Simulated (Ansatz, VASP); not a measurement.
## One calculation of Zn, two programs

File INCAR:

```
SYSTEM = Zn
PREC     = Accurate       ! precision mode
ENCUT    = 520            ! plane-wave cutoff, eV
EDIFF    = 1E-7           ! SCF threshold, eV
ISMEAR   = 0              ! smearing method
SIGMA    = 0.15           ! smearing width, eV
LREAL    = .FALSE.        ! projectors in reciprocal space
LASPH    = .TRUE.         ! aspherical terms in the spheres
NELM     = 100            ! most SCF steps
ALGO     = Fast           ! electronic algorithm
ISIF     = 2              ! what is computed and relaxed
LWAVE    = .FALSE.        ! write WAVECAR
LCHARG   = .FALSE.        ! write CHGCAR
GGA      = PE             ! functional
NBANDS   = 12             ! bands
```

KPOINTS

```
Automatic mesh
0
G
  22 22 22
  0 0 0
```

POSCAR

```
Zn
1.0
    0.5870902099      2.3953762774      2.3953762774
    2.3953762774      0.5870902099      2.3953762774
    2.3953762774      2.3953762774      0.5870902099
Zn
1
Direct
    0.0000000000      0.0000000000      0.0000000000
```

Input for Ansatz:

```yaml
crystal:
  lattice:
    - [0.5870902099, 2.3953762774, 2.3953762774]
    - [2.3953762774, 0.5870902099, 2.3953762774]
    - [2.3953762774, 2.3953762774, 0.5870902099]
  atoms:
    - { symbol: Zn, position: [0.0, 0.0, 0.0] }
basis:
  ecutwfc: 520.0
kpoints:
  mp_grid: { grid: [22, 22, 22] }
hamiltonian:
  xc: pbe
scf:
  occupations: { method: gaussian, width: 0.15 }
output:
  forces: true
  stress: true
  eigenvalues: true
```

Alike in both runs: task single point; functional PBE; k mesh 22 × 22 × 22; occupations gaussian, width 0.15 eV; no spin polarisation.

|  | VASP | Ansatz |
| --- | --- | --- |
| version | VASP 6.6.1 | Ansatz 0.2.0 |
| potentials or method | VASP PAW PBE potentials, release 64 (Zn), cutoff 520 eV | scalar-relativistic, plane waves, PAW |
| valence electrons in the cell | 12 | 12 |

```tsv
	VASP	Ansatz	Ansatz less VASP
gap on the k mesh at the Fermi level (eV)	none	none	-
pressure (GPa)	0.0	-0.3	-0.31
traceless stress, the component that is largest in VASP (GPa)	-2.16	-2.02	+0.142
```

A gap of «none» marks a metal or a gap that the smearing closes.
